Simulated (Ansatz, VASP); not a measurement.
## Two plane-wave programs on MgCd3Se2

```
CELL_PARAMETERS angstrom
3.94572 0.00000 0.00000
0.00000 3.94572 0.00000
0.00000 0.00000 10.04141
ATOMIC_POSITIONS crystal
Mg 0.00000 0.00000 0.00000
Cd 0.50000 0.50000 0.15712
Cd 0.50000 0.50000 0.50000
Cd 0.50000 0.50000 0.84288
Se 0.00000 0.00000 0.24934
Se 0.00000 0.00000 0.75066
```

Change from the starting cell: species swapped into the Al3Ni2Pt type (P4/mmm, No. 123).

Alike in both runs: functional PBE; k mesh 10 × 10 × 4; occupations gaussian, width 0.1 eV; no spin polarisation.

Ansatz relaxed the structure, and its values are those at the end. VASP's run is a single point on that final structure, the one shown.

|  | VASP | Ansatz |
| --- | --- | --- |
| version | VASP 6.6.1 | Ansatz 0.2.0 |
| potentials or method | VASP PAW PBE potentials, release 64 (Mg, Cd, Se), cutoff 520 eV | scalar-relativistic, plane waves, PAW |
| valence electrons in the cell | 50 | 102 |

```csv
,VASP,Ansatz,Ansatz less VASP
gap on the k mesh at the Fermi level (eV),none,none,-
pressure (GPa),0.1,0.0,-0.11
rms of the force components (eV/Å),0.007,0.001,-0.0059
```

A gap of «none» marks a metal or a gap that the smearing closes. VASP's potentials hold 50 valence electrons a cell and Ansatz's 102, so a difference there can come from the potentials and not from the codes.
